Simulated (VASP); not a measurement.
A run of VASP 6.6.1 is set up as follows.

The input INCAR:

```
PREC = Accurate
ENCUT = 520
EDIFF = 1E-6
ISMEAR = 0
SIGMA = 0.1
LREAL = False
LASPH = True
NELM = 60
ALGO = Normal
ISIF = 2
LWAVE = False
LCHARG = False
GGA = PE
NBANDS = 33
```

The input KPOINTS:

```
Automatic mesh
0
Gamma
  12 12 12
```

File POSCAR:

```
Zr3F2
1.0
   -2.4002187463      2.4002187463      3.8638148866
    2.4002187463     -2.4002187463      3.8638148866
    2.4002187463      2.4002187463     -3.8638148866
Zr F
3 2
Direct
    0.7500000000      0.2500000000      0.5000000000
    0.2500000000      0.7500000000      0.5000000000
    0.5000000000      0.5000000000      0.0000000000
    0.2122898065      0.2122898065      0.0000000000
    0.7877101935      0.7877101935      0.0000000000
```

Potentials or basis: VASP PAW PBE potentials, release 64 (Zr_sv, F).

Command:

```console
$ cat potpaw_PBE.64/Zr_sv/POTCAR potpaw_PBE.64/F/POTCAR > POTCAR
$ mpirun -np 1 vasp_std > vasp.out
```

**Question.** Predict the pressure.

**Answer.** 0.1 GPa.

**Question.** What does it give for the band gap on the k mesh?

**Answer.** Zero (bands 25 and 26 overlap by 0.14 eV).

**Question.** Predict the largest force.

**Answer.** 0.029 eV/Å.

Forces in eV/Å, atoms in the order of the input:
```
Zr   0.000  0.000  0.000
Zr   0.000  0.000  0.000
Zr   0.000  0.000  0.000
F    0.000  0.000 -0.029
F    0.000  0.000  0.029
```
